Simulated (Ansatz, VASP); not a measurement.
PbS in VASP and in Ansatz

```
CELL_PARAMETERS angstrom
0.00000 2.96575 2.96575
2.96575 0.00000 2.96575
2.96575 2.96575 0.00000
ATOMIC_POSITIONS crystal
Pb 0.00000 0.00000 0.00000
S 0.50000 0.50000 0.50000
```

Alike in both runs: task relaxation of cell and atoms; functional PBEsol; dispersion D4; k mesh 8 × 8 × 8; occupations gaussian, width 0.01 eV; collinear spin.

```csv
,VASP,Ansatz
version,VASP 6.6.1,Ansatz 0.2.0
potentials or method,"VASP PAW PBE potentials, release 64 (Pb_d, S), cutoff 600 eV","all-electron LAPW, scalar-relativistic"
```

```tsv
	VASP	Ansatz	Ansatz less VASP
net moment per atom (μB)	0.00	0.00	0.000
relaxed volume (Å³/atom)	25.17	25.17	-0.002
relaxed cell length with the largest relative difference (Å)	4.145	4.145	-0.0001
```

VASP's potentials were made for PBE, not for PBEsol. Ansatz ran all-electron here, and VASP with PAW potentials.

Spin-orbit coupling is off throughout.
